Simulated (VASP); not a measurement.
Runs of VASP 6.6.1 on Mo. The structure is that of space group Im-3m (No. 229), or close to it. The cells are those of the table. 

```csv
cell,gap on the mesh (eV),pressure (GPa)
"a = 2.712, b = 2.730 Å, angles 109.5, 109.2, 109.5°, 1 atom",none,-2.7
"a = 2.698, b = 2.744 Å, angles 109.5, 108.8, 109.5°, 1 atom",none,-2.6
"a = 2.694, b = 2.748 Å, angles 109.5, 108.7, 109.5°, 1 atom",none,(a)
"a = 2.717, b = 2.726 Å, angles 109.5, 109.3, 109.5°, 1 atom",none,-2.7
"a = 2.707, b = 2.735 Å, angles 109.5, 109.1, 109.5°, 1 atom",none,-2.6
"a = 2.689, b = 2.753 Å, angles 109.5, 108.5, 109.5°, 1 atom",none,-2.4
"a = 2.739, b = 2.703 Å, angles 109.5, 110.0, 109.5°, 1 atom",none,-2.6
"a = 2.757, b = 2.685 Å, angles 109.5, 110.5, 109.5°, 1 atom",none,-2.3
```

Alike in all rows: task single point; level PBEsol; potentials or basis VASP PAW PBE potentials, release 64 (Mo_sv); no spin polarisation; k mesh 22 × 22 × 22; cutoff (eV) 520; smearing gaussian 0.15 eV.

Q: Estimate the missing entries.

A: (a) -2.5.

Caveats: the PAW data sets were made with another functional, which shifts forces and pressure a little.

A k mesh can miss the band edges, and the runs leave out spin-orbit coupling on Mo.

A gap of «none» marks levels without a gap at the run's occupations.
